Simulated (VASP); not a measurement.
WC, 2 atoms in the cell. It takes space group P-6m2 (No. 187, hexagonal). The conventional cell has a = 2.901 Å, b = 2.901 Å, c = 2.829 Å, α = 90.00°, β = 90.00°, γ = 120.00°. Within 2.9 Å of W (site symmetry -6m2) lie 6 C at 2.19 Å and 2 W at 2.83 Å. C (site symmetry -6m2) has 6 W at 2.19 Å and 2 C at 2.83 Å within 2.9 Å. 

- Program: VASP 6.6.1
- Task: electric field gradients
- Functional: PBE
- Potentials or basis: VASP PAW PBE potentials, release 64 (W_sv, C)
- Cutoff: 520 eV
- k mesh: 13 × 13 × 12
- Occupations: fermi-dirac, width 0.05 eV
- Spin: no spin polarisation
- Dipole correction: no
- Further INCAR settings: ALGO = Normal; EDIFF = 1e-08; NBANDS = 16

Potentials or basis: VASP PAW PBE potentials, release 64 (W_sv, C).

Run with:

```sh
$ cat potpaw_PBE.64/W_sv/POTCAR potpaw_PBE.64/C/POTCAR > POTCAR
$ mpirun -np 1 vasp_std > vasp.out
```

Hardware: 1 thread of AMD EPYC 7R43 64-Core Processor (Zen 3) (shared host).

Task: How long does it take, and how much memory?

Result: It took 71 s on 1 thread of AMD EPYC 7R43 64-Core Processor (Zen 3), with other jobs on the host, peak memory 0.14 GiB. Counts: scf iterations 15, k points 147.
